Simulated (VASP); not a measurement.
A run of VASP 6.6.1 is set up as follows.

INCAR

```
PREC     = Accurate       # precision mode
ENCUT    = 520            # plane-wave cutoff, eV
EDIFF    = 1E-8           # SCF threshold, eV
ISMEAR   = -1             # smearing method
SIGMA    = 0.05           # smearing width, eV
LREAL    = False          # projectors in reciprocal space
LASPH    = True           # aspherical terms in the spheres
NELM     = 80             # most SCF steps
ALGO     = Normal         # electronic algorithm
ISIF     = 2              # what is computed and relaxed
LWAVE    = False          # write WAVECAR
LCHARG   = False          # write CHGCAR
GGA      = PS             # functional
LEFG     = True         
NBANDS   = 8              # bands
```

Contents of KPOINTS:

```
regular mesh
0
Gamma
  19 19 19
```

POSCAR

```
Sb
1.0
   -1.5050000000      1.5050000000      2.4800000000
    1.5050000000     -1.5050000000      2.4800000000
    1.5050000000      1.5050000000     -2.4800000000
Sb
1
Direct
    0.0000000000      0.0000000000      0.0000000000
```

Potentials or basis: VASP PAW PBE potentials, release 64 (Sb).

The run is started by

```sh
$ cat potpaw_PBE.64/Sb/POTCAR > POTCAR
$ mpirun -np 1 vasp_std > vasp.out
```

(1) Estimate the pressure.

Results:

(1) 15.3 GPa.

Caveat: without QUAD_EFG the Cq values of the log hold for a quadrupole moment of 1 mb, not for the nuclei; the PAW data sets were made with another functional, which shifts forces and pressure a little.
